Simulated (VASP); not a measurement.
# HgS (F-43m) in VASP: a series of runs, part 2 of 2

VASP 6.6.1. The steps go on from the part before.

**4. Single point, BLYP (volume scaled by 1.02)**

INCAR reads:

```
PREC = Accurate
ENCUT = 500
EDIFF = 1E-6
ISMEAR = 0
SIGMA = 0.05
LREAL = False
LASPH = True
NELM = 120
ALGO = Normal
ISIF = 2
LWAVE = False
LCHARG = True
GGA = B5
ALDAX = 1.0
AGGAX = 1.0
AGGAC = 1.0
ALDAC = 0.0
LELF = True
LVHAR = True
NBANDS = 16
GGA_COMPAT = False
```

KPOINTS reads:

```
regular mesh
0
Gamma
  8 8 8
```

POSCAR reads:

```
HgS
1.0
    0.0000000000      3.0891550736      3.0891550736
    3.0891550736      0.0000000000      3.0891550736
    3.0891550736      3.0891550736      0.0000000000
Hg S
1 1
Direct
    0.0000000000      0.0000000000      0.0000000000
    0.7500000000      0.7500000000      0.7500000000
```

Potentials or basis: VASP PAW PBE potentials, release 64 (Hg, S).

Command:

```console
$ cat potpaw_PBE.64/Hg/POTCAR potpaw_PBE.64/S/POTCAR > POTCAR
$ mpirun -np 1 vasp_std > vasp.out
```

OUTCAR:

```text
PREC = Accurate
   ENCUT = 500
   EDIFF = 1E-6
   ISMEAR = 0
   LREAL = False
   LASPH = True
   NELM = 120
   ISIF = 2
   GGA = B5

 ion  position               nearest neighbor table
   1  0.000  0.000  0.000-   2 2.68   2 2.68   2 2.68   2 2.68
   2  0.750  0.750  0.750-   1 2.68   1 2.68   1 2.68   1 2.68

  LATTYP: Found a face centered cubic cell.
 ALAT       =     6.1783101472

  Lattice vectors:

 A1 = (   0.0000000000,   3.0891550736,   3.0891550736)
 A2 = (   3.0891550736,   0.0000000000,   3.0891550736)
[... 625 lines left out ...]
      4      -4.6647      2.00000
      5      -4.6079      2.00000
      6      -4.2889      2.00000
[... 8 lines left out ...]
     15      12.7407      0.00000
     16      13.4442      0.00000

 [... further k-points ...]
[... 5 lines left out ...]
  --------------------------------------------------------------------------------------
  -------------------------------------------------------------------------------------
  Total       -0.1950661     -0.1950661     -0.1950661     -0.0000000     -0.0000000      0.0000000
  in kB       -5.3008211     -5.3008211     -5.3008211     -0.0000000     -0.0000000      0.0000000
  external PRESSURE =      -5.3008211 kB  Pullay stress =       0.0000000 kB

 VOLUME and BASIS-vectors are now :
 -----------------------------------------------------------------------------
  energy-cutoff  :      500.00
  volume of cell :       58.96
      direct lattice vectors                 reciprocal lattice vectors
     0.000000000  3.089155074  3.089155074    -0.161856556  0.161856556  0.161856556
     3.089155074  0.000000000  3.089155074     0.161856556 -0.161856556  0.161856556
     3.089155074  3.089155074  0.000000000     0.161856556  0.161856556 -0.161856556

 POSITION                                       TOTAL-FORCE (eV/Angst)
 -----------------------------------------------------------------------------------
      0.00000      0.00000      0.00000         0.000000     -0.000000     -0.000000
      4.63373      4.63373      4.63373        -0.000000      0.000000      0.000000
 -----------------------------------------------------------------------------------
    total drift:                                0.000000      0.000000      0.000000

  FREE ENERGIE OF THE ION-ELECTRON SYSTEM (eV)
  ---------------------------------------------------
  free  energy   TOTEN  =        -3.6522974497 eV

  energy  without entropy=       -3.6521450678  energy(sigma->0) =       -3.65222126
```

OSZICAR:

```text
N       E                     dE             d eps       ncg     rms          rms(c)
DAV:   1     0.110847164096E+03    0.11085E+03   -0.82931E+03   944   0.963E+02
DAV:   2     0.254990806273E+00   -0.11059E+03   -0.10229E+03  1096   0.237E+02
DAV:   3    -0.421702070155E+01   -0.44720E+01   -0.44531E+01  1240   0.487E+01
DAV:   4    -0.424802004919E+01   -0.30999E-01   -0.30995E-01  1112   0.411E+00
DAV:   5    -0.424848146070E+01   -0.46141E-03   -0.46141E-03  1224   0.494E-01    0.658E+00
DAV:   6    -0.365090285186E+01    0.59758E+00   -0.11203E+00  1408   0.147E+01    0.537E+00
DAV:   7    -0.365447794096E+01   -0.35751E-02   -0.17340E-01  1072   0.290E+00    0.309E+00
DAV:   8    -0.365275681596E+01    0.17211E-02   -0.14458E-02  1104   0.138E+00    0.200E-01
DAV:   9    -0.365220806699E+01    0.54875E-03   -0.17825E-03  1352   0.557E-01    0.594E-02
DAV:  10    -0.365228342941E+01   -0.75362E-04   -0.22943E-04  1064   0.120E-01    0.564E-02
DAV:  11    -0.365229567411E+01   -0.12245E-04   -0.12557E-05  1176   0.409E-02    0.246E-02
DAV:  12    -0.365229739894E+01   -0.17248E-05   -0.51810E-06  1168   0.211E-02    0.371E-03
DAV:  13    -0.365229744974E+01   -0.50803E-07   -0.45301E-07   664   0.661E-03
   1 F= -.36522974E+01 E0= -.36522213E+01  d E =-.152382E-03
```

Wall time 30 s (1 thread of Intel Xeon Platinum 8259CL at 2.50GHz (Skylake/Cascade Lake), shared host); peak memory 0.18 GiB.

Results:

```
Free energy            : -3.6523 eV
Pressure               : -0.5 GPa
Band gap on the k mesh : zero (filled and empty bands touch)
```

Caveat: the PAW data sets were made with another functional, which shifts forces and pressure a little; spin-orbit coupling is left out, which moves the levels of the heavy elements.

**5. Summary**

| level | cell | gap on the mesh (eV) | pressure (GPa) |
| --- | --- | --- | --- |
| RPBE | a = 4.325 Å, angles 60.0°, 2 atoms | none | -0.6 |
| BLYP | a = 4.340 Å, angles 60.0°, 2 atoms | none | 0.3 |
| BLYP | a = 4.369 Å, angles 60.0°, 2 atoms | none | -0.5 |

Alike in all rows: task single point; potentials or basis VASP PAW PBE potentials, release 64 (Hg, S); no spin polarisation; k mesh 8 × 8 × 8; cutoff (eV) 500; smearing gaussian 0.05 eV.

Caveats: the PAW data sets were made with another functional, which shifts forces and pressure a little; spin-orbit coupling is left out, which moves the levels of the heavy elements.

Total energies depend on the potentials used, so only differences within one code and one set of settings carry meaning.
